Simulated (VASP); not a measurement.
Crystal: Si.

```
CELL_PARAMETERS angstrom
3.83132 0.00000 0.00000
-1.91566 3.31802 0.00000
0.00000 0.00000 6.33262
ATOMIC_POSITIONS crystal
Si 0.66667 0.33333 0.93699
Si 0.33333 0.66667 0.43699
Si 0.66667 0.33333 0.56301
Si 0.33333 0.66667 0.06301
```

This isn't the form of Si at room conditions, which is diamond.

Base run:

```yaml
Program: VASP 6.6.1
Functional: r2SCAN
Potentials_or_basis: VASP PAW PBE potentials, release 64 (Si)
Cutoff: 520 eV
k_mesh: 8 × 8 × 4
Occupations: fermi-dirac, width 0.05 eV
Spin: no spin polarisation
```

Its results: band gap on the k mesh 0.61 eV (least direct gap 1.37 eV); pressure 0.0 GPa; largest force 0.005 eV/Å.

Question: After a change of settings the same cell gave: band gap on the k mesh 6.52 eV (least direct gap 7.58 eV); pressure 2.9 GPa; largest force 0.083 eV/Å. Which change was it?
A. functional from r2SCAN to r2SCANh; k mesh from 8 × 8 × 4 to 4 × 4 × 2
B. functional from r2SCAN to HF; k mesh from 8 × 8 × 4 to 4 × 4 × 2
C. functional from r2SCAN to PBEsol-based screened hybrid with 25 % exact exchange; k mesh from 8 × 8 × 4 to 4 × 4 × 2

Answer: B.

Caveats: some runs use coarse meshes; the PAW data sets were made with another functional, which shifts forces and pressure a little; semilocal functionals underestimate gaps, and a narrow one can read as zero (at least some runs).
